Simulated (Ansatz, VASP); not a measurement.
PbS in VASP and in Ansatz

```
CELL_PARAMETERS angstrom
0.00000 2.91871 2.91871
2.91871 0.00000 2.91871
2.91871 2.91871 0.00000
ATOMIC_POSITIONS crystal
Pb 0.50000 0.50000 0.50000
S 0.00000 0.00000 0.00000
```

Alike in both runs: task single point; functional revPBE; dispersion D3(BJ); k mesh 8 × 8 × 8; occupations gaussian, width 0.05 eV; no spin polarisation.

|  | VASP | Ansatz |
| --- | --- | --- |
| version | VASP 6.6.1 | Ansatz 0.2.0 |
| potentials or method | VASP PAW PBE potentials, release 64 (Pb_d, S), cutoff 520 eV | scalar-relativistic, plane waves, PAW |
| valence electrons in the cell | 20 | 20 |

|  | VASP | Ansatz | Ansatz less VASP |
| --- | --- | --- | --- |
| gap on the k mesh at the Fermi level (eV) | 0.24 | 0.23 | -0.008 |
| least direct gap on the mesh (eV) | 0.24 | 0.23 | -0.008 |
| pressure (GPa) | 2.4 | 2.5 | +0.09 |

VASP's potentials were made for PBE, not for revPBE.

Neither program's run includes spin-orbit coupling.
